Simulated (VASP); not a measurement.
# W2Se3 in VASP: a series of runs

The runs below take W2Se3 through single point, with PBEsol.

Program: VASP 6.6.1. These are calculated values, not measurements. Logs are shortened: lines on timing, memory, paths and dates and some standing lists are left out, and cuts for length are marked.

## 1. The cell of the first run

The cell holds a slab with vacuum, 10 atoms: a = 3.271 Å, b = 3.271 Å, c = 45.586 Å, α = 90.00°, β = 90.00°, γ = 120.00°.

## 2. Single point, PBEsol

INCAR reads:

```
SYSTEM = W2Se3
PREC = Accurate
ENCUT = 520
EDIFF = 1E-6
ISMEAR = 0
SIGMA = 0.05
LREAL = .False.
LASPH = .True.
NELM = 100
ALGO = Normal
ISIF = 2
LWAVE = .False.
LCHARG = .False.
LDIPOL = .True.
IDIPOL = 3
DIPOL = 0.5 0.5 0.500
GGA = PS
NBANDS = 57
```

KPOINTS reads:

```
regular mesh
0
Gamma
  9 9 1
  0 0 0
```

POSCAR reads:

```
W2Se3
1.0
    3.2706140675      0.0000000000      0.0000000000
   -1.6353070337      2.8324348684      0.0000000000
    0.0000000000      0.0000000000     45.5860756071
W Se
4 6
Direct
    0.3333333333      0.6666666667      0.1645239232
    0.6666666667      0.3333333333      0.3093617779
    0.3333333333      0.6666666667      0.6906382221
    0.6666666667      0.3333333333      0.8354760768
    0.6666666667      0.3333333333      0.2012537239
    0.3333333333      0.6666666667      0.2726319771
    0.3333333333      0.6666666667      0.3460407798
    0.6666666667      0.3333333333      0.6539592202
    0.6666666667      0.3333333333      0.7273680229
    0.3333333333      0.6666666667      0.7987462761
```

Potentials or basis: VASP PAW PBE potentials, release 64 (W_sv, Se).

Run with:

```bash
$ cat potpaw_PBE.64/W_sv/POTCAR potpaw_PBE.64/Se/POTCAR > POTCAR
$ mpirun -np 1 vasp_std > vasp.out
```

OUTCAR:

```text
SYSTEM = W2Se3
   PREC = Accurate
   ENCUT = 520
   EDIFF = 1E-6
   ISMEAR = 0
   LREAL = .False.
   LASPH = .True.
   NELM = 100
   ISIF = 2
   GGA = PS

 ion  position               nearest neighbor table
   1  0.333  0.667  0.165-   5 2.52   5 2.52   5 2.52
   2  0.667  0.333  0.309-   7 2.52   7 2.52   7 2.52   6 2.52   6 2.52   6 2.52
   3  0.333  0.667  0.691-   8 2.52   8 2.52   8 2.52   9 2.52   9 2.52   9 2.52
   4  0.667  0.333  0.835-  10 2.52  10 2.52  10 2.52
   5  0.667  0.333  0.201-   1 2.52   1 2.52   1 2.52
   6  0.333  0.667  0.273-   2 2.52   2 2.52   2 2.52
   7  0.333  0.667  0.346-   2 2.52   2 2.52   2 2.52
   8  0.667  0.333  0.654-   3 2.52   3 2.52   3 2.52
   9  0.667  0.333  0.727-   3 2.52   3 2.52   3 2.52
  10  0.333  0.667  0.799-   4 2.52   4 2.52   4 2.52

  LATTYP: Found a hexagonal cell.
 ALAT       =     3.2706140675
 C/A-ratio  =    13.9380784973

  Lattice vectors:

 A1 = (   3.2706140675,   0.0000000000,   0.0000000000)
 A2 = (  -1.6353070337,   2.8324348684,   0.0000000000)
 A3 = (   0.0000000000,   0.0000000000,  45.5860756071)

Analysis of symmetry for initial positions (statically):
=====================================================================
 Subroutine PRICEL returns:
 Original cell was already a primitive cell.

 Routine SETGRP: Setting up the symmetry group for a
 hexagonal supercell.

 Subroutine GETGRP returns: Found 12 space group operations
 (whereof 12 operations were pure point group operations)
 out of a pool of 24 trial point group operations.

The static configuration has the point symmetry D_3d.

Analysis of symmetry for dynamics (positions and initial velocities):
=====================================================================
 Subroutine PRICEL returns:
 Original cell was already a primitive cell.

 Routine SETGRP: Setting up the symmetry group for a
 hexagonal supercell.

 Subroutine GETGRP returns: Found 12 space group operations
 (whereof 12 operations were pure point group operations)
 out of a pool of 24 trial point group operations.

The dynamic configuration has the point symmetry D_3d.

 Subroutine INISYM returns: Found 12 space group operations
 (whereof 12 operations are pure point group operations),
 and found     1 'primitive' translations

----------------------------------------------------------------------------------------

                                     Primitive cell

  volume of cell :     422.3003

  direct lattice vectors                    reciprocal lattice vectors
     3.270614067  0.000000000  0.000000000     0.305752981  0.176526566  0.000000000
    -1.635307034  2.832434868  0.000000000     0.000000000  0.353053131  0.000000000
     0.000000000  0.000000000 45.586075607     0.000000000  0.000000000  0.021936523

  length of vectors
     3.270614067  3.270614067 45.586075607     0.353053131  0.353053131  0.021936523

  position of ions in fractional coordinates (direct lattice)
     0.333333333  0.666666667  0.164523923
     0.666666667  0.333333333  0.309361778
     0.333333333  0.666666667  0.690638222
     0.666666667  0.333333333  0.835476077
     0.666666667  0.333333333  0.201253724
     0.333333333  0.666666667  0.272631977
     0.333333333  0.666666667  0.346040780
     0.666666667  0.333333333  0.653959220
     0.666666667  0.333333333  0.727368023
     0.333333333  0.666666667  0.798746276

  ion indices of the primitive-cell ions
   primitive index   ion index
                 1           1
                 2           2
                 3           3
                 4           4
                 5           5
                 6           6
                 7           7
                 8           8
                 9           9
                10          10

----------------------------------------------------------------------------------------

 KPOINTS: regular mesh

Automatic generation of k-mesh.
 Grid dimensions read from file:
 generate k-points for:    9    9    1

 Generating k-lattice:

  Cartesian coordinates                     Fractional coordinates (reciprocal lattice)
     0.033972553  0.019614063  0.000000000     0.111111111 -0.000000000  0.000000000
     0.000000000  0.039228126  0.000000000     0.000000000  0.111111111  0.000000000
     0.000000000  0.000000000  0.021936523     0.000000000  0.000000000  1.000000000

  Length of vectors
     0.039228126  0.039228126  0.021936523

  Shift w.r.t. Gamma in fractional coordinates (k-lattice)
     0.000000000  0.000000000  0.000000000

 Subroutine IBZKPT returns following result:
 ===========================================

 Found     12 irreducible k-points:

 Following reciprocal coordinates:
            Coordinates               Weight
  0.000000  0.000000  0.000000      1.000000
  0.111111  0.000000  0.000000      6.000000
  0.222222  0.000000  0.000000      6.000000
  0.333333 -0.000000  0.000000      6.000000
  0.444444  0.000000  0.000000      6.000000
  0.111111  0.111111  0.000000      6.000000
  0.222222  0.111111  0.000000     12.000000
  0.333333  0.111111  0.000000     12.000000
  0.444444  0.111111  0.000000      6.000000
  0.222222  0.222222  0.000000      6.000000
  0.333333  0.222222  0.000000     12.000000
  0.333333  0.333333  0.000000      2.000000
   k-points           NKPTS =     12   k-points in BZ     NKDIM =     12   number of bands    NBANDS=     57
   number of dos      NEDOS =    301   number of ions     NIONS =     10
   total plane-waves  NPLWV = 201600
   dimension x,y,z NGX =    24 NGY =   24 NGZ =  350
   dimension x,y,z NGXF=    48 NGYF=   48 NGZF=  700
   ions per type =               4   6
   NGX,Y,Z   is equivalent  to a cutoff of  12.20, 12.20, 12.76 a.u.
   NGXF,Y,Z  is equivalent  to a cutoff of  24.40, 24.40, 25.53 a.u.
 SYSTEM =  W2Se3
   PREC   = accura    normal or accurate (medium, high low for compatibility)
   ISTART =      0    job   : 0-new  1-cont  2-samecut
   ICHARG =      2    charge: 1-file 2-atom 10-const
   ISPIN  =      1    spin polarized calculation?
   LNONCOLLINEAR =      F non collinear calculations
   LSORBIT =      F    spin-orbit coupling
   LASPH  =      T    aspherical Exc in radial PAW
   ENCUT  =  520.0 eV  38.22 Ry    6.18 a.u.   6.08  6.08 84.76*2*pi/ulx,y,z
   NELM   =    100;   NELMIN=  2; NELMDL= -5     # of ELM steps
   EDIFF  = 0.1E-05   stopping-criterion for ELM
   LREAL  =      F    real-space projection
   EDIFFG = 0.1E-04   stopping-criterion for IOM
   NSW    =      0    number of steps for IOM
   IBRION =     -1    ionic relax: 0-MD 1-quasi-New 2-CG
   NFREE  =      0    steps in history (QN), initial steepest desc. (CG)
   ISIF   =      2    stress and relaxation
   ISYM   =      2    0-nonsym 1-usesym 2-fastsym
   POTIM  = 0.5000    time-step for ionic-motion
   TEBEG  =    0.0;   TEEND  =   0.0 temperature during run
   PSTRESS=    0.0 pullay stress
   NELECT =      92.0000    total number of electrons
   NUPDOWN=      -1.0000    fix difference up-down
   EMIN   =  10.00;   EMAX   =-10.00  energy-range for DOS
   EFERMI =   0.00;   METHOD = LEGACY
   ISMEAR =     0;   SIGMA  =   0.05  broadening in eV -4-tet -1-fermi 0-gaus
   EFERMI_NEDOS =   21; number of points for ismear=-14 and -15
   IALGO  =     38    algorithm
   IMIX   =      4    mixing-type and parameters
     AMIX     =   0.40;   BMIX     =  1.00
     AMIX_MAG =   1.60;   BMIX_MAG =  1.00
  volume/ion in A,a.u.               =      42.23       284.98
  Fermi-wavevector in a.u.,A,eV,Ry     =   0.985062  1.861498 13.202378  0.970347
  Thomas-Fermi vector in A             =   2.116341
   LORBIT       =      0    0 simple, 1 ext, 2 COOP (PROOUT), +10 PAW based schemes
   GGA     = PS    functional components
   LHFCALC =     F    Hartree Fock is set to
   AEXX    =    0.0000 exact exchange contribution
   IVDW    =     0    specifies the selected vdW correction
   LEPSILON=     F    determine dielectric tensor
   LRPA    =     F    only Hartree local field effects (RPA)
 non-spin polarized calculation
 Gauss-broadening in eV      SIGMA  =   0.05
  energy-cutoff  :      520.00
  volume of cell :      422.30
 maximum number of plane-waves:     11490
   NGX = 13   NGY = 13   NGZ =169

 dipolmoment           0.000000      0.000000      0.000000 electrons x Angstroem

 number of electron      91.9999998 magnetization

 dipolmoment           0.000000      0.000000     -0.000000 electrons x Angstroem

 Free energy of the ion-electron system (eV)
  ---------------------------------------------------
  ext. energy  EPLUGINS =         0.00000000
  ---------------------------------------------------
  free energy    TOTEN  =       -78.15007107 eV

  energy without entropy =      -78.15007090  energy(sigma->0) =      -78.15007098

 E-fermi :   0.6393     XC(G=0):  -5.9558

 val. band max:        0.4841901209   @ k =   0.0000   0.0000   0.0000
 cond. band min:       0.8037385015   @ k =   0.1111   0.1111   0.0000
 fundamental gap:      0.3195483806
 Fermi energy:         0.6392741202

 k-point     1 :       0.0000    0.0000    0.0000
  band No.  band energies     occupation
      1     -73.6961      2.00000
      2     -73.6961      2.00000
      3     -73.6943      2.00000
      4     -73.6943      2.00000
      5     -37.9624      2.00000
      6     -37.9624      2.00000
[... 49 lines left out ...]
     56       3.4864      0.00000
     57       3.4864      0.00000

 k-point     2 :       0.1111    0.0000    0.0000
  band No.  band energies     occupation
      1     -73.6948      2.00000
      2     -73.6948      2.00000
      3     -73.6931      2.00000
      4     -73.6931      2.00000
      5     -37.9567      2.00000
      6     -37.9567      2.00000
[... 594 lines left out ...]
      1     -73.6834      2.00000
      2     -73.6834      2.00000
      3     -73.6827      2.00000
      4     -73.6827      2.00000
      5     -37.9985      2.00000
      6     -37.9985      2.00000
[... 49 lines left out ...]
     56       3.7733      0.00000
     57       4.5638      0.00000

------------------------ aborting loop because EDIFF is reached ----------------------------------------

 vacuum level on the upper side and lower side of the slab       (xc-potential included)        -0.147        -0.147

  FORCE on cell =-STRESS in cart. coord.  units (eV):
  Direction    XX          YY          ZZ          XY          YZ          ZX
  --------------------------------------------------------------------------------------
  -------------------------------------------------------------------------------------
  Total      -11.5777290    -11.5777290     -1.8726419     -0.0000000      0.0000000      0.0000000
  in kB      -43.9250760    -43.9250760     -7.1046696     -0.0000000      0.0000000      0.0000000
  external PRESSURE =     -31.6516072 kB  Pullay stress =       0.0000000 kB

 VOLUME and BASIS-vectors are now :
 -----------------------------------------------------------------------------
  energy-cutoff  :      520.00
  volume of cell :      422.30
      direct lattice vectors                 reciprocal lattice vectors
     3.270614067  0.000000000  0.000000000     0.305752981  0.176526566  0.000000000
    -1.635307034  2.832434868  0.000000000     0.000000000  0.353053131  0.000000000
     0.000000000  0.000000000 45.586075607     0.000000000  0.000000000  0.021936523

 POSITION                                       TOTAL-FORCE (eV/Angst)
 -----------------------------------------------------------------------------------
     -0.00000      1.88829      7.50000        -0.000000      0.000000      0.712365
      1.63531      0.94414     14.10259         0.000000     -0.000000      0.009995
     -0.00000      1.88829     31.48349        -0.000000      0.000000     -0.009995
      1.63531      0.94414     38.08608         0.000000      0.000000     -0.712365
      1.63531      0.94414      9.17437        -0.000000     -0.000000     -0.723397
     -0.00000      1.88829     12.42822        -0.000000      0.000000     -0.066676
     -0.00000      1.88829     15.77464        -0.000000      0.000000      0.068022
      1.63531      0.94414     29.81143         0.000000      0.000000     -0.068022
      1.63531      0.94414     33.15785         0.000000      0.000000      0.066676
     -0.00000      1.88829     36.41171         0.000000      0.000000      0.723397
 -----------------------------------------------------------------------------------
    total drift:                                0.000000     -0.000000     -0.000000

  FREE ENERGIE OF THE ION-ELECTRON SYSTEM (eV)
  ---------------------------------------------------
  free  energy   TOTEN  =       -78.1500710666 eV

  energy  without entropy=      -78.1500709006  energy(sigma->0) =      -78.15007098

 vacuum level on the upper side and lower side of the slab         5.244         5.244
```

Run time: 5.1 min. Hardware: 1 thread of Intel Xeon 6975P-C (Granite Rapids), shared host; peak memory 0.59 GiB.

Results:

```
Free energy            : -78.1501 eV
Largest force          : 0.723 eV/Å
Band gap on the k mesh : 0.32 eV, indirect (least direct gap 0.51 eV)
```

Forces in eV/Å, atoms in the order of the input:
```
W    0.000  0.000  0.712
W    0.000  0.000  0.010
W    0.000  0.000 -0.010
W    0.000  0.000 -0.712
Se   0.000  0.000 -0.723
Se   0.000  0.000 -0.067
Se   0.000  0.000  0.068
Se   0.000  0.000 -0.068
Se   0.000  0.000  0.067
Se   0.000  0.000  0.723
```

Levels at points of the mesh, in eV from the valence-band top:
| k point | band 44 | band 45 | band 46 | band 47 | band 48 | band 49 |
| --- | --- | --- | --- | --- | --- | --- |
| (0.00, 0.00, 0.00) | -0.45 | 0.00 | 0.00 | 0.51 | 0.51 | 0.51 |

Caveat: the PAW data sets were made with another functional, which shifts forces and pressure a little; spin-orbit coupling is left out, which moves the levels of the heavy elements.

## 3. Single point, PBEsol

INCAR reads:

```
SYSTEM = W2Se3
  PREC = Accurate
  ENCUT = 520
  EDIFF = 1E-6
  ISMEAR = 0
  SIGMA = 0.05
  LREAL = .FALSE.
  LASPH = .TRUE.
  NELM = 80
  ALGO = Normal
  ISIF = 2
  LWAVE = .FALSE.
  LCHARG = .FALSE.
  LDIPOL = .TRUE.
  IDIPOL = 3
  DIPOL = 0.5 0.5 0.500
  GGA = PS
  NBANDS = 57
```

KPOINTS reads:

```
regular mesh
0
G
  9 9 1
  0 0 0
```

POSCAR reads:

```
W2Se3
1.0
    3.2706140675      0.0000000000      0.0000000000
   -1.6353070337      2.8324348684      0.0000000000
    0.0000000000      0.0000000000     45.5860756071
W Se
4 6
Direct
    0.3333333333      0.6666666667      0.1649775057
    0.6666666667      0.3333333333      0.3094009044
    0.3333333333      0.6666666667      0.6906005737
    0.6666666667      0.3333333333      0.8350204050
    0.6666666667      0.3333333333      0.2006639666
    0.3333333333      0.6666666667      0.2726542751
    0.3333333333      0.6666666667      0.3460865033
    0.6666666667      0.3333333333      0.6539149893
    0.6666666667      0.3333333333      0.7273469621
    0.3333333333      0.6666666667      0.7993339149
```

Potentials or basis: VASP PAW PBE potentials, release 64 (W_sv, Se).

Run with:

```bash
$ cat potpaw_PBE.64/W_sv/POTCAR potpaw_PBE.64/Se/POTCAR > POTCAR
$ mpirun -np 1 vasp_std > vasp.out
```

Wall time 5.9 min (1 thread of Intel Xeon 6975P-C (Granite Rapids), shared host); peak memory 0.59 GiB.

The run converged. Its results:

- Free energy: -78.1823 eV
- Largest force: 0.062 eV/Å
- Band gap on the k mesh: 0.16 eV, indirect (least direct gap 0.32 eV)

Forces in eV/Å, atoms in the order of the input:
```
W    0.000  0.000 -0.061
W    0.000  0.000 -0.001
W    0.000  0.000  0.001
W    0.000  0.000  0.061
Se   0.000  0.000  0.057
Se   0.000  0.000 -0.057
Se   0.000  0.000  0.062
Se   0.000  0.000 -0.062
Se   0.000  0.000  0.057
Se   0.000  0.000 -0.057
```

Levels at points of the mesh, in eV from the valence-band top:
```csv
k point,band 43,band 44,band 45,band 46,band 47,band 48,band 49,band 50
"(0.00, 0.00, 0.00)",-0.62,-0.61,-0.02,0.00,0.32,0.32,0.33,0.33
```

Caveat: the PAW data sets were made with another functional, which shifts forces and pressure a little; spin-orbit coupling is left out, which moves the levels of the heavy elements.
